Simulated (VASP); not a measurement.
# WC (Fm-3m) in VASP: notebook

The runs below take WC through single point, with r2SCAN.

Everything below comes from runs of VASP 6.6.1. Logs are shortened: lines on timing, memory, paths and dates and some standing lists are left out, and cuts for length are marked.

### Step 1. The cell of the first run

Symmetry: Fm-3m, No. 225, cubic system. Conventional cell: a = 4.365 Å, b = 4.365 Å, c = 4.365 Å, α = 90.00°, β = 90.00°, γ = 90.00°. W (site symmetry m-3m) has 6 C at 2.18 Å within 2.9 Å. Within 2.9 Å of C (site symmetry m-3m) lie 6 W at 2.18 Å.

### Step 2. Single point, r2SCAN

POSCAR

```
WC
1.0
    0.0000000000      2.1824154775      2.1824154775
    2.1824154775      0.0000000000      2.1824154775
    2.1824154775      2.1824154775      0.0000000000
W C
1 1
Direct
    0.0000000000      0.0000000000      0.0000000000
    0.5000000000      0.5000000000      0.5000000000
```

INCAR.step1

```
ALGO = Normal
EDIFF = 1E-4
ENCUT = 520
GGA = PE
ISMEAR = 0
LASPH = T
LCHARG = F
LREAL = F
LWAVE = T
NBANDS = 16
NELM = 100
PREC = Accurate
SIGMA = 0.15
```

INCAR.step2

```
ALGO = Normal
EDIFF = 1E-7
ENCUT = 520
ISIF = 2
ISMEAR = 0
ISTART = 1
LASPH = T
LCHARG = T
LELF = T
LMIXTAU = T
LREAL = F
LVHAR = T
LWAVE = F
METAGGA = R2SCAN
NBANDS = 16
NELM = 100
PREC = Accurate
SIGMA = 0.15
```

KPOINTS

```
k-points
0
Gamma
  14 14 14
```

Potentials or basis: VASP PAW PBE potentials, release 64 (W_sv, C).

On the command line:

```sh
> cat potpaw_PBE.64/W_sv/POTCAR potpaw_PBE.64/C/POTCAR > POTCAR
> cp INCAR.step1 INCAR
> mpirun -np 1 vasp_std > vasp.out
> cp INCAR.step2 INCAR
> mpirun -np 1 vasp_std > vasp.out
```

OUTCAR:

```text
EDIFF = 1E-7
   ENCUT = 520
   ISIF = 2
   ISMEAR = 0
   ISTART = 1
   LASPH = T
   LREAL = F
   METAGGA = R2SCAN
   NELM = 100
   PREC = Accurate

 ion  position               nearest neighbor table
   1  0.000  0.000  0.000-   2 2.18   2 2.18   2 2.18   2 2.18   2 2.18   2 2.18
   2  0.500  0.500  0.500-   1 2.18   1 2.18   1 2.18   1 2.18   1 2.18   1 2.18

  LATTYP: Found a face centered cubic cell.
 ALAT       =     4.3648309550

  Lattice vectors:

 A1 = (   0.0000000000,   2.1824154775,   2.1824154775)
 A2 = (   2.1824154775,   0.0000000000,   2.1824154775)
 A3 = (   2.1824154775,   2.1824154775,   0.0000000000)

Analysis of symmetry for initial positions (statically):
=====================================================================
 Subroutine PRICEL returns:
 Original cell was already a primitive cell.

 Routine SETGRP: Setting up the symmetry group for a
 face centered cubic supercell.

 Subroutine GETGRP returns: Found 48 space group operations
 (whereof 48 operations were pure point group operations)
 out of a pool of 48 trial point group operations.

The static configuration has the point symmetry O_h .

Analysis of symmetry for dynamics (positions and initial velocities):
=====================================================================
 Subroutine PRICEL returns:
 Original cell was already a primitive cell.

 Routine SETGRP: Setting up the symmetry group for a
 face centered cubic supercell.

 Subroutine GETGRP returns: Found 48 space group operations
 (whereof 48 operations were pure point group operations)
 out of a pool of 48 trial point group operations.

The dynamic configuration has the point symmetry O_h .

 Subroutine INISYM returns: Found 48 space group operations
 (whereof 48 operations are pure point group operations),
 and found     1 'primitive' translations

----------------------------------------------------------------------------------------

                                     Primitive cell

  volume of cell :      20.7894

  direct lattice vectors                    reciprocal lattice vectors
     0.000000000  2.182415478  2.182415478    -0.229103947  0.229103947  0.229103947
     2.182415478  0.000000000  2.182415478     0.229103947 -0.229103947  0.229103947
     2.182415478  2.182415478  0.000000000     0.229103947  0.229103947 -0.229103947

  length of vectors
     3.086401567  3.086401567  3.086401567     0.396819677  0.396819677  0.396819677

  position of ions in fractional coordinates (direct lattice)
     0.000000000  0.000000000  0.000000000
     0.500000000  0.500000000  0.500000000

  ion indices of the primitive-cell ions
   primitive index   ion index
                 1           1
                 2           2

----------------------------------------------------------------------------------------

 KPOINTS: k-points

Automatic generation of k-mesh.
 Grid dimensions read from file:
 generate k-points for:   14   14   14

 Generating k-lattice:

  Cartesian coordinates                     Fractional coordinates (reciprocal lattice)
    -0.016364568  0.016364568  0.016364568     0.071428571  0.000000000  0.000000000
     0.016364568 -0.016364568  0.016364568     0.000000000  0.071428571  0.000000000
     0.016364568  0.016364568 -0.016364568     0.000000000  0.000000000  0.071428571

  Length of vectors
     0.028344263  0.028344263  0.028344263

  Shift w.r.t. Gamma in fractional coordinates (k-lattice)
     0.000000000  0.000000000  0.000000000

 Subroutine IBZKPT returns following result:
 ===========================================

 Found    104 irreducible k-points:

 Following reciprocal coordinates:
            Coordinates               Weight
  0.000000  0.000000  0.000000      1.000000
  0.071429  0.000000  0.000000      8.000000
  0.142857  0.000000  0.000000      8.000000
  0.214286  0.000000  0.000000      8.000000
  0.285714  0.000000  0.000000      8.000000
  0.357143  0.000000  0.000000      8.000000
[... 16 lines left out ...]
  0.214286  0.142857  0.000000     24.000000
  0.285714  0.142857  0.000000     24.000000
 [... further k-points ...]
   k-points           NKPTS =    104   k-points in BZ     NKDIM =    104   number of bands    NBANDS=     16
   number of dos      NEDOS =    301   number of ions     NIONS =      2
   total plane-waves  NPLWV =  13824
   dimension x,y,z NGX =    24 NGY =   24 NGZ =   24
   dimension x,y,z NGXF=    48 NGYF=   48 NGZF=   48
   ions per type =               1   1
   NGX,Y,Z   is equivalent  to a cutoff of  12.93, 12.93, 12.93 a.u.
   NGXF,Y,Z  is equivalent  to a cutoff of  25.85, 25.85, 25.85 a.u.
 SYSTEM =  unknown system
   PREC   = accura    normal or accurate (medium, high low for compatibility)
   ISTART =      1    job   : 0-new  1-cont  2-samecut
   ICHARG =      0    charge: 1-file 2-atom 10-const
   ISPIN  =      1    spin polarized calculation?
   LNONCOLLINEAR =      F non collinear calculations
   LSORBIT =      F    spin-orbit coupling
   LASPH  =      T    aspherical Exc in radial PAW
   ENCUT  =  520.0 eV  38.22 Ry    6.18 a.u.   5.74  5.74  5.74*2*pi/ulx,y,z
   NELM   =    100;   NELMIN=  2; NELMDL=  0     # of ELM steps
   EDIFF  = 0.1E-06   stopping-criterion for ELM
   LREAL  =      F    real-space projection
   EDIFFG = 0.1E-05   stopping-criterion for IOM
   NSW    =      0    number of steps for IOM
   IBRION =     -1    ionic relax: 0-MD 1-quasi-New 2-CG
   NFREE  =      0    steps in history (QN), initial steepest desc. (CG)
   ISIF   =      2    stress and relaxation
   ISYM   =      2    0-nonsym 1-usesym 2-fastsym
   POTIM  = 0.5000    time-step for ionic-motion
   TEBEG  =    0.0;   TEEND  =   0.0 temperature during run
   PSTRESS=    0.0 pullay stress
   NELECT =      18.0000    total number of electrons
   NUPDOWN=      -1.0000    fix difference up-down
   EMIN   =  10.00;   EMAX   =-10.00  energy-range for DOS
   EFERMI =   0.00;   METHOD = LEGACY
   ISMEAR =     0;   SIGMA  =   0.15  broadening in eV -4-tet -1-fermi 0-gaus
   EFERMI_NEDOS =   21; number of points for ismear=-14 and -15
   IALGO  =     38    algorithm
   IMIX   =      4    mixing-type and parameters
     AMIX     =   0.40;   BMIX     =  1.00
     AMIX_MAG =   1.60;   BMIX_MAG =  1.00
  volume/ion in A,a.u.               =      10.39        70.15
  Fermi-wavevector in a.u.,A,eV,Ry     =   1.560336  2.948608 33.125419  2.434650
  Thomas-Fermi vector in A             =   2.663563
   LORBIT       =      0    0 simple, 1 ext, 2 COOP (PROOUT), +10 PAW based schemes
   METAGGA = R2SCAN    functional components
   LHFCALC =     F    Hartree Fock is set to
   AEXX    =    0.0000 exact exchange contribution
   IVDW    =     0    specifies the selected vdW correction
   LEPSILON=     F    determine dielectric tensor
   LRPA    =     F    only Hartree local field effects (RPA)
 non-spin polarized calculation
 Gauss-broadening in eV      SIGMA  =   0.15
  energy-cutoff  :      520.00
  volume of cell :       20.79
 maximum number of plane-waves:       568
   NGX = 11   NGY = 11   NGZ = 11

 number of electron      18.0000000 magnetization

 Free energy of the ion-electron system (eV)
  ---------------------------------------------------
  ext. energy  EPLUGINS =         0.00000000
  ---------------------------------------------------
  free energy    TOTEN  =       -60.62582373 eV

  energy without entropy =      -60.61263182  energy(sigma->0) =      -60.61922778

 E-fermi :  12.6196     XC(G=0): -14.9436

 val. band max:       12.6076272250   @ k =  -0.1429   0.0714   0.0000
 cond. band min:      12.6242399238   @ k =  -0.2857   0.2857   0.0714
 fundamental gap:      0.0166126988
 Fermi energy:        12.6196328972

 k-point     1 :       0.0000    0.0000    0.0000
  band No.  band energies     occupation
      1     -64.8350      2.00000
      2     -28.1675      2.00000
      3     -28.1675      2.00000
      4     -28.1675      2.00000
      5      -4.2154      2.00000
      6       9.7245      2.00000
[... 8 lines left out ...]
     15      23.1912      0.00000
     16      36.7118      0.00000

 k-point     2 :       0.0714    0.0000    0.0000
  band No.  band energies     occupation
      1     -64.8328      2.00000
      2     -28.2016      2.00000
      3     -28.1710      2.00000
      4     -28.1710      2.00000
      5      -4.0647      2.00000
      6       9.1607      2.00000
[... 8 lines left out ...]
     15      23.5362      0.00000
     16      35.2226      0.00000

 k-point     3 :       0.1429    0.0000    0.0000
  band No.  band energies     occupation
      1     -64.8267      2.00000
      2     -28.2963      2.00000
      3     -28.1809      2.00000
      4     -28.1809      2.00000
      5      -3.6263      2.00000
      6       8.0085      2.00000
[... 8 lines left out ...]
     15      24.4415      0.00000
     16      32.8538      0.00000

 k-point     4 :       0.2143    0.0000    0.0000
  band No.  band energies     occupation
      1     -64.8178      2.00000
      2     -28.4307      2.00000
      3     -28.1952      2.00000
      4     -28.1952      2.00000
      5      -2.9396      2.00000
      6       6.6916      2.00000
[... 8 lines left out ...]
     15      25.4252      0.00000
     16      31.2374      0.00000
[... 324 lines left out ...]
 k-point    22 :       0.1429    0.1429    0.0000
  band No.  band energies     occupation
      1     -64.8239      2.00000
      2     -28.2864      2.00000
      3     -28.2115      2.00000
      4     -28.2115      2.00000
      5      -3.4684      2.00000
      6       7.1208      2.00000
[... 8 lines left out ...]
     15      24.9166      0.00000
     16      32.6571      0.00000

 k-point    23 :       0.2143    0.1429    0.0000
  band No.  band energies     occupation
      1     -64.8172      2.00000
      2     -28.3731      2.00000
      3     -28.2326      2.00000
      4     -28.2253      2.00000
      5      -3.0138      2.00000
      6       6.2259      2.00000
[... 8 lines left out ...]
     15      25.8308      0.00000
     16      30.5391      0.00000

 k-point    24 :       0.2857    0.1429    0.0000
  band No.  band energies     occupation
      1     -64.8085      2.00000
      2     -28.4934      2.00000
      3     -28.2522      2.00000
      4     -28.2410      2.00000
      5      -2.3674      2.00000
      6       5.3894      2.00000
[... 8 lines left out ...]
     15      26.3491      0.00000
     16      28.7703      0.00000

 [... further k-points ...]

------------------------ aborting loop because EDIFF is reached ----------------------------------------

  FORCE on cell =-STRESS in cart. coord.  units (eV):
  Direction    XX          YY          ZZ          XY          YZ          ZX
  --------------------------------------------------------------------------------------
  -------------------------------------------------------------------------------------
  Total        0.2261232      0.2261232      0.2261232      0.0000000      0.0000000     -0.0000000
  in kB       17.4266327     17.4266327     17.4266327      0.0000000      0.0000000     -0.0000000
  external PRESSURE =      17.4266327 kB  Pullay stress =       0.0000000 kB

 VOLUME and BASIS-vectors are now :
 -----------------------------------------------------------------------------
  energy-cutoff  :      520.00
  volume of cell :       20.79
      direct lattice vectors                 reciprocal lattice vectors
     0.000000000  2.182415478  2.182415478    -0.229103947  0.229103947  0.229103947
     2.182415478  0.000000000  2.182415478     0.229103947 -0.229103947  0.229103947
     2.182415478  2.182415478  0.000000000     0.229103947  0.229103947 -0.229103947

 POSITION                                       TOTAL-FORCE (eV/Angst)
 -----------------------------------------------------------------------------------
      0.00000      0.00000      0.00000         0.000000      0.000000      0.000000
      2.18242      2.18242      2.18242        -0.000000      0.000000     -0.000000
 -----------------------------------------------------------------------------------
    total drift:                                0.000000     -0.000000     -0.000000

  FREE ENERGIE OF THE ION-ELECTRON SYSTEM (eV)
  ---------------------------------------------------
  free  energy   TOTEN  =       -60.6258237294 eV

  energy  without entropy=      -60.6126318228  energy(sigma->0) =      -60.61922778
```

It took 76 s on 1 thread of Intel Xeon Platinum 8375C at 2.90GHz (Ice Lake), shared host; peak memory 0.17 GiB.

Results:

* Free energy: -60.6258 eV
* Pressure: 1.7 GPa
* Band gap on the k mesh: zero (band 9 reaches 13.74 eV, above the bottom of band 10 at 10.41 eV)

Levels at points of the mesh, in eV from the Fermi level:
```csv
k point,band 5,band 6,band 7,band 8,band 9,band 10,band 11,band 12,band 13,band 14
"(0.00, 0.00, 0.00)",-16.84,-2.90,-2.90,-2.90,-1.18,-1.18,-1.18,-1.04,-1.04,7.19
"(0.50, 0.00, 0.00)",-12.09,-10.32,-7.04,-7.04,1.12,1.12,2.55,5.38,9.34,9.34
"(0.50, 0.50, 0.00)",-14.62,-6.00,-5.94,-2.72,-2.72,0.88,2.40,2.40,5.86,7.87
```

Caveat: the PAW data sets were made with another functional, which shifts forces and pressure a little; spin-orbit coupling is left out, which moves the levels of the heavy elements.

(Part 1 of 2 ends here.)
